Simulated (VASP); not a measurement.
The system is Ir.

```
CELL_PARAMETERS angstrom
0.00000 1.91560 1.91560
1.91560 0.00000 1.91560
1.91560 1.91560 0.00000
ATOMIC_POSITIONS crystal
Ir 0.00000 0.00000 0.00000
```

| Item | Value |
| --- | --- |
| Program | VASP 6.6.1 |
| Task | relaxation of cell and atoms |
| Functional | PBE |
| Potentials or basis | VASP PAW PBE potentials, release 64 (Ir) |
| Cutoff | 600 eV |
| k mesh | 8 × 8 × 8 |
| Occupations | gaussian, width 0.1 eV |
| Spin | no spin polarisation |

At the start: pressure 13.8 GPa; volume 14.06 Å³/atom.

**Question.** How do energy, volume and symmetry change on relaxing?

**Answer.** Over 4 steps the energy falls by 21.4 meV/atom and the volume is 14.58 Å³/atom (+3.7 %); space group Fm-3m (No. 225, to 0.05 Å).

Step by step:
| step | energy change (eV) | largest force (eV/Å) | pressure (GPa) | volume (Å³) |
| --- | --- | --- | --- | --- |
| 1 | 0.0000 | 0.0000 | 13.75 | 14.06 |
| 2 | 0.2228 | 0.0000 | -32.66 | 16.66 |
| 3 | -0.0213 | 0.0000 | -0.75 | 14.61 |
| 4 | -0.0214 | 0.0000 | -0.07 | 14.58 |

Final structure:
```xyz
1
Lattice="0.0000 1.9390 1.9390 1.9390 0.0000 1.9390 1.9390 1.9390 0.0000" Properties=species:S:1:pos:R:3 pbc="T T T"
Ir    0.0000    0.0000    0.0000
```
